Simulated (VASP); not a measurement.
A run of VASP 6.6.1 is set up as follows.

File INCAR:

```
ALGO = Normal
EDIFF = 1E-6
ENCUT = 520
GGA = PE
ISIF = 2
ISMEAR = 0
LASPH = True
LCHARG = False
LREAL = False
LWAVE = False
NBANDS = 41
NELM = 80
PREC = Accurate
SIGMA = 0.2
```

File KPOINTS:

```
k-points
0
Gamma
  4 4 4
```

Contents of POSCAR:

```
AlGa3Sb4
1.0
    6.2164310000      0.0000000000      0.0000000000
    0.0000000000      6.2164310000      0.0000000000
    0.0000000000      0.0000000000      6.2164310000
Al Ga Sb
1 3 4
Direct
    0.5000000000      0.5000000000      0.5000000000
    0.5000000000      0.0000000000      0.0000000000
    0.0000000000      0.5000000000      0.0000000000
    0.0000000000      0.0000000000      0.5000000000
    0.7500880000      0.7500880000      0.2499120000
    0.7500880000      0.2499120000      0.7500880000
    0.2499120000      0.7500880000      0.7500880000
    0.2499120000      0.2499120000      0.2499120000
```

Potentials or basis: VASP PAW PBE potentials, release 64 (Al, Ga_d, Sb).

Command:

```console
$ cat potpaw_PBE.64/Al/POTCAR potpaw_PBE.64/Ga_d/POTCAR potpaw_PBE.64/Sb/POTCAR > POTCAR
$ mpirun -np 1 vasp_std > vasp.out
```

(1) Estimate the pressure.

(2) Predict the largest force.

(3) Predict the band gap on the k mesh.

## Answers

(1) 0.2 GPa.

(2) 0.014 eV/Å.

(3) 0.06 eV.

Caveat: the smearing spreads over this small gap; semilocal functionals underestimate gaps, and a narrow one can read as zero; spin-orbit coupling is left out, which moves the levels of the heavy elements.
